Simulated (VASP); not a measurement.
# Mg (P6_3/mmc) in VASP: settings compared, part 2 of 2

VASP 6.6.1.

### 3 Single point, PBE

Input file INCAR:

```
  PREC = Accurate
  ENCUT = 520
  EDIFF = 1E-6
  ISMEAR = -1
  SIGMA = 0.05
  LREAL = False
  LASPH = True
  NELM = 60
  ALGO = Normal
  ISIF = 2
  LWAVE = False
  LCHARG = False
  GGA = PE
  NBANDS = 9
```

Input file KPOINTS:

```
regular mesh
0
Gamma
  6 6 3
```

Input file POSCAR:

```
Mg
1.0
    3.2093000000      0.0000000000      0.0000000000
   -1.6046500000      2.7793353284      0.0000000000
    0.0000000000      0.0000000000      5.2103000000
Mg
2
Direct
    0.6666666667      0.3333333333      0.7500000000
    0.3333333333      0.6666666667      0.2500000000
```

Potentials or basis: VASP PAW PBE potentials, release 64 (Mg).

Command:

```
cat potpaw_PBE.64/Mg/POTCAR > POTCAR
mpirun -np 1 vasp_std > vasp.out
```

OUTCAR:

```text
PREC = Accurate
   ENCUT = 520
   EDIFF = 1E-6
   ISMEAR = -1
   LREAL = False
   LASPH = True
   NELM = 60
   ISIF = 2
   GGA = PE

 ion  position               nearest neighbor table
   1  0.667  0.333  0.750-   2 3.20   2 3.20   2 3.20   2 3.20   2 3.20   2 3.20
   2  0.333  0.667  0.250-   1 3.20   1 3.20   1 3.20   1 3.20   1 3.20   1 3.20

  LATTYP: Found a hexagonal cell.
 ALAT       =     3.2093000000
 C/A-ratio  =     1.6235004518

  Lattice vectors:

 A1 = (   3.2093000000,   0.0000000000,   0.0000000000)
 A2 = (  -1.6046500000,   2.7793353284,   0.0000000000)
 A3 = (   0.0000000000,   0.0000000000,   5.2103000000)

Analysis of symmetry for initial positions (statically):
=====================================================================
 Subroutine PRICEL returns:
 Original cell was already a primitive cell.

 Routine SETGRP: Setting up the symmetry group for a
 hexagonal supercell.

 Subroutine GETGRP returns: Found 24 space group operations
 (whereof 12 operations were pure point group operations)
 out of a pool of 24 trial point group operations.

The static configuration has the point symmetry D_3d.
 The point group associated with its full space group is D_6h.

Analysis of symmetry for dynamics (positions and initial velocities):
=====================================================================
 Subroutine PRICEL returns:
 Original cell was already a primitive cell.

 Routine SETGRP: Setting up the symmetry group for a
 hexagonal supercell.

 Subroutine GETGRP returns: Found 24 space group operations
 (whereof 12 operations were pure point group operations)
 out of a pool of 24 trial point group operations.

The dynamic configuration has the point symmetry D_3d.
 The point group associated with its full space group is D_6h.

 Subroutine INISYM returns: Found 24 space group operations
[... 106 lines left out ...]
     AMIX_MAG =   1.60;   BMIX_MAG =  1.00
  volume/ion in A,a.u.               =      23.24       156.81
  Fermi-wavevector in a.u.,A,eV,Ry     =   0.722809  1.365911  7.108401  0.522453
  Thomas-Fermi vector in A             =   1.812866
   LORBIT       =      0    0 simple, 1 ext, 2 COOP (PROOUT), +10 PAW based schemes
   GGA     = PE    functional components
   LHFCALC =     F    Hartree Fock is set to
   AEXX    =    0.0000 exact exchange contribution
   IVDW    =     0    specifies the selected vdW correction
   LEPSILON=     F    determine dielectric tensor
   LRPA    =     F    only Hartree local field effects (RPA)
 non-spin polarized calculation
  energy-cutoff  :      520.00
  volume of cell :       46.47
 maximum number of plane-waves:      1266
 NGX is ok and might be reduce to    24
   NGX = 11   NGY = 11   NGZ = 19

 number of electron       4.0000000 magnetization

 Free energy of the ion-electron system (eV)
  ---------------------------------------------------
  ext. energy  EPLUGINS =         0.00000000
  ---------------------------------------------------
  free energy    TOTEN  =        -2.92201481 eV

  energy without entropy =       -2.90822369  energy(sigma->0) =       -2.91511925

 E-fermi :   2.5217     XC(G=0):  -8.4538

 val. band max:        2.4708943168   @ k =   0.3333   0.3333   0.3333
 cond. band min:       2.5345805077   @ k =   0.3333   0.3333   0.3333
 fundamental gap:      0.0636861909
 Fermi energy:         2.5216618954

 k-point     1 :       0.0000    0.0000    0.0000
  band No.  band energies     occupation
      1      -4.3089      2.00000
      2       0.9090      2.00000
      3       1.3263      2.00000
      4      13.4376      0.00000
      5      13.4376      0.00000
      6      13.5291      0.00000
      7      13.5291      0.00000
      8      14.3309      0.00000
      9      15.8853      0.00000
[... 145 lines left out ...]
 k-point    14 :       0.3333    0.3333    0.3333
  band No.  band energies     occupation
      1       2.4709      1.46813
      2       2.4709      1.46813
      3       2.5346      0.87153
      4       4.2482      0.00000
      5       4.6624      0.00000
      6       4.6624      0.00000
      7      11.1769      0.00000
      8      11.5691      0.00000
      9      11.5691      0.00000

------------------------ aborting loop because EDIFF is reached ----------------------------------------

  FORCE on cell =-STRESS in cart. coord.  units (eV):
  Direction    XX          YY          ZZ          XY          YZ          ZX
  --------------------------------------------------------------------------------------
  -------------------------------------------------------------------------------------
  Total       -0.1449278     -0.1449278     -0.1396444      0.0000000      0.0000000      0.0000000
  in kB       -4.9962962     -4.9962962     -4.8141540      0.0000000      0.0000000      0.0000000
  external PRESSURE =      -4.9355821 kB  Pullay stress =       0.0000000 kB

 VOLUME and BASIS-vectors are now :
 -----------------------------------------------------------------------------
  energy-cutoff  :      520.00
  volume of cell :       46.47
      direct lattice vectors                 reciprocal lattice vectors
     3.209300000  0.000000000  0.000000000     0.311594429  0.179899127  0.000000000
    -1.604650000  2.779335328  0.000000000     0.000000000  0.359798255  0.000000000
     0.000000000  0.000000000  5.210300000     0.000000000  0.000000000  0.191927528

 POSITION                                       TOTAL-FORCE (eV/Angst)
 -----------------------------------------------------------------------------------
      1.60465      0.92645      3.90773         0.000000      0.000000      0.000000
     -0.00000      1.85289      1.30258        -0.000000      0.000000      0.000000
 -----------------------------------------------------------------------------------
    total drift:                                0.000000     -0.000000      0.000000

  FREE ENERGIE OF THE ION-ELECTRON SYSTEM (eV)
  ---------------------------------------------------
  free  energy   TOTEN  =        -2.9220148089 eV

  energy  without entropy=       -2.9082236922  energy(sigma->0) =       -2.91511925
```

Run time: 5.6 s. Hardware: 1 thread of Intel Xeon Platinum 8488C (Sapphire Rapids), shared host; peak memory 0.15 GiB.

Results:

```
Free energy            : -2.9220 eV
Pressure               : -0.5 GPa
Band gap on the k mesh : zero (band 2 reaches 2.90 eV, above the bottom of band 3 at 1.33 eV)
```

Caveat: the k points lie up to 0.40 Å⁻¹ apart.

### 4 Single point, PBEsol

Input file INCAR:

```
  ALGO = Normal
  EDIFF = 1E-7
  ENCUT = 520
  GGA = PS
  ISIF = 2
  ISMEAR = -1
  LASPH = T
  LCHARG = F
  LREAL = F
  LWAVE = F
  NBANDS = 9
  NELM = 100
  PREC = Accurate
  SIGMA = 0.05
```

Input file KPOINTS:

```
k-points
0
Gamma
  6 6 3
```

POSCAR is that of step 3.

Command:

```
cat potpaw_PBE.64/Mg/POTCAR > POTCAR
mpirun -np 1 vasp_std > vasp.out
```

Run time: 5 s. Hardware: 1 thread of Intel Xeon Platinum 8488C (Sapphire Rapids), shared host; peak memory 0.15 GiB.

The run converged. Its results:

```
Free energy            : -3.3525 eV
Pressure               : -1.1 GPa
Band gap on the k mesh : zero (band 2 reaches 2.85 eV, above the bottom of band 3 at 1.29 eV)
```

Levels at points of the mesh, in eV from the Fermi level:
| k point | band 1 | band 2 | band 3 | band 4 | band 5 | band 6 |
| --- | --- | --- | --- | --- | --- | --- |
| (0.00, 0.00, 0.00) | -6.83 | -1.61 | -1.19 | 10.90 | 10.90 | 11.00 |
| (0.50, 0.00, 0.00) | -2.07 | -2.07 | 2.69 | 3.06 | 3.29 | 3.71 |

Caveat: the k points lie up to 0.40 Å⁻¹ apart; the PAW data sets were made with another functional, which shifts forces and pressure a little.

### 5 Single point, RPBE

Input file INCAR:

```
SYSTEM = Mg
  PREC = Accurate
  ENCUT = 520
  EDIFF = 1E-6
  ISMEAR = -1
  SIGMA = 0.05
  LREAL = .FALSE.
  LASPH = .TRUE.
  NELM = 60
  ALGO = Fast
  ISIF = 2
  LWAVE = .FALSE.
  LCHARG = .FALSE.
  GGA = RP
  NBANDS = 9
```

Input file KPOINTS:

```
regular mesh
0
G
  6 6 3
  0 0 0
```

POSCAR is that of step 4.

Command:

```
cat potpaw_PBE.64/Mg/POTCAR > POTCAR
mpirun -np 1 vasp_std > vasp.out
```

Wall time 4.7 s (1 thread of Intel Xeon Platinum 8488C (Sapphire Rapids), shared host); peak memory 0.15 GiB.

It converged, with:

```
Free energy            : -2.5929 eV
Pressure               : 0.6 GPa
Band gap on the k mesh : zero (band 2 reaches 2.98 eV, above the bottom of band 3 at 1.46 eV)
```

Stress tensor (GPa, compression positive):
```
0.53 0.00 0.00
0.00 0.53 0.00
0.00 0.00 0.71
```

Levels at points of the mesh, in eV from the Fermi level:
```
           k point  band 1  band 2  band 3  band 4  band 5  band 6
(0.00, 0.00, 0.00)   -6.82   -1.63   -1.16   10.94   10.94   11.07
(0.50, 0.00, 0.00)   -2.08   -2.05    2.70    3.04    3.33    3.74
```

Caveat: the k points lie up to 0.40 Å⁻¹ apart; the PAW data sets were made with another functional, which shifts forces and pressure a little.

### 6 Single point, revPBE

Input file INCAR:

```
ALGO     = Normal         # electronic algorithm
EDIFF    = 1E-7           # SCF threshold, eV
ENCUT    = 520            # plane-wave cutoff, eV
GGA      = RE             # functional
ISIF     = 2              # what is computed and relaxed
ISMEAR   = -1             # smearing method
LASPH    = T              # aspherical terms in the spheres
LCHARG   = F              # write CHGCAR
LREAL    = F              # projectors in reciprocal space
LWAVE    = F              # write WAVECAR
NBANDS   = 9              # bands
NELM     = 100            # most SCF steps
PREC     = Accurate       # precision mode
SIGMA    = 0.05           # smearing width, eV
```

Input file KPOINTS:

```
k-points
0
Gamma
  6 6 3
```

POSCAR is that of step 5.

Potentials or basis: VASP PAW PBE potentials, release 64 (Mg).

Command:

```
cat potpaw_PBE.64/Mg/POTCAR > POTCAR
mpirun -np 1 vasp_std > vasp.out
```

Run time: 5.5 s. Hardware: 1 thread of Intel Xeon Platinum 8488C (Sapphire Rapids), shared host; peak memory 0.15 GiB.

It converged, with:

```yaml
Free_energy: -2.6325 eV
Pressure: 0.4 GPa
Band_gap_on_the_k_mesh: zero (band 2 reaches 2.97 eV, above the bottom of band 3 at 1.44 eV)
```

Stress tensor (GPa, compression positive):
```
0.34 0.00 0.00
0.00 0.34 0.00
0.00 0.00 0.49
```

Levels at points of the mesh, in eV from the Fermi level:
| k point | band 1 | band 2 | band 3 | band 4 | band 5 |
| --- | --- | --- | --- | --- | --- |
| (0.00, 0.00, 0.00) | -6.82 | -1.63 | -1.16 | 10.94 | 10.94 |
| (0.50, 0.00, 0.00) | -2.08 | -2.05 | 2.70 | 3.05 | 3.32 |

Caveat: the k points lie up to 0.40 Å⁻¹ apart; the PAW data sets were made with another functional, which shifts forces and pressure a little.

### 7 The runs side by side

| level | potentials or basis | gap on the mesh (eV) | pressure (GPa) |
| --- | --- | --- | --- |
| LDA | VASP PAW LDA potentials, release 64 (Mg) | none | -2.7 |
| PBE | VASP PAW PBE potentials, release 64 (Mg) | none | -0.5 |
| PBEsol | VASP PAW PBE potentials, release 64 (Mg) | none | -1.1 |
| RPBE | VASP PAW PBE potentials, release 64 (Mg) | none | 0.6 |
| revPBE | VASP PAW PBE potentials, release 64 (Mg) | none | 0.4 |

Alike in all rows: task single point; no spin polarisation; cell as given; k mesh 6 × 6 × 3; cutoff (eV) 520; smearing fermi-dirac 0.05 eV.

Caveats: all runs use coarse meshes; the PAW data sets were made with another functional, which shifts forces and pressure a little (some runs).

Total energies depend on the potentials used, so only differences within one code and one set of settings carry meaning.
